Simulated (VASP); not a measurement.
Here is a VASP 6.6.1 calculation.

File INCAR:

```
SYSTEM = Al13Cu11
ALGO = Normal
EDIFF = 1E-6
ENCUT = 520
GGA = PE
ISIF = 2
ISMEAR = 0
ISYM = 0
LASPH = .True.
LCHARG = .False.
LREAL = Auto
LWAVE = .False.
NBANDS = 98
NELM = 60
PREC = Accurate
SIGMA = 0.1
```

File KPOINTS:

```
Automatic mesh
0
Gamma
  2 2 2
  0.5 0.5 0.5
```

POSCAR

```
Al13Cu11
1.0
    7.8300309004     -0.2303400082     -0.6423236828
   -0.2054786627      7.0214626628      0.5705900334
   -0.6930819330      0.5841401536      6.3624892858
Al Cu
13 11
Direct
    0.0970988360      0.6517045026     -0.1158352258
    0.5842960136      0.4686254556      0.2181203232
    0.5753856617     -0.0120520830      0.8916130521
    0.6111086672      0.8904103981      0.5012661006
    0.0729999394      0.2750790942      0.5644416797
    0.6269837752      0.3676187811      0.8517842154
    0.3007733950      0.2555297866     -0.0350188321
    0.8339066636      0.5649880014      0.5537502315
    0.8073067917      0.1519591349      0.2194318465
    0.1671625616      0.7005657846      0.4715469894
    0.4163924445      0.2031985511      0.5040571925
    0.9675409179     -0.0220697068      0.9469629538
    0.3503262150      0.8337020894      0.1670728744
    0.9437760383      0.9151202113      0.5560893452
    0.4180395195      0.6461490062      0.8617226526
    0.2496566490      0.9688507477      0.7533315910
    0.1516044317      0.0697207045      0.2861302839
    0.4716297176      0.5646430967      0.5193867020
    0.7484280353      0.2054704236      0.5834410250
    0.9605494586      0.3316863676      0.9095008044
    0.9208386686      0.5079263592      0.2115266532
    0.7570749396      0.7026181168      0.8602184562
    0.2374966502      0.4529859982      0.2369740275
    0.7509266735      0.8011966012      0.2111631645
```

Potentials or basis: VASP PAW PBE potentials, release 64 (Al, Cu).

Command:

```bash
$ cat potpaw_PBE.64/Al/POTCAR potpaw_PBE.64/Cu/POTCAR > POTCAR
$ mpirun -np 1 vasp_std > vasp.out
```

Q: Estimate the pressure.

A: 0.3 GPa.

Q: Predict the band gap on the k mesh.

A: Zero (band 80 reaches 8.54 eV, above the bottom of band 81 at 8.07 eV).

Q: Estimate the largest force.

A: 0.032 eV/Å.

Forces on the atoms (eV/Å):
```
Al  -0.009  0.016 -0.003
Al   0.013 -0.017 -0.008
Al   0.002  0.024 -0.016
Al  -0.018  0.019  0.006
Al   0.003  0.012  0.004
Al  -0.016 -0.024  0.013
Al   0.025 -0.001 -0.004
Al   0.007 -0.010  0.003
Al  -0.018  0.005 -0.013
Al  -0.006 -0.010  0.002
Al   0.010 -0.005  0.007
Al  -0.006 -0.007  0.004
Al   0.002  0.010  0.002
Cu  -0.002  0.003  0.000
Cu   0.009 -0.001  0.002
Cu  -0.005 -0.008 -0.004
Cu   0.000  0.005 -0.003
Cu  -0.004 -0.005  0.010
Cu   0.004  0.007  0.007
Cu   0.001 -0.002 -0.003
Cu   0.006  0.003 -0.006
Cu  -0.001  0.003 -0.003
Cu  -0.002 -0.006 -0.002
Cu   0.005 -0.012  0.006
```

Caveat: the k points lie up to 0.50 Å⁻¹ apart.
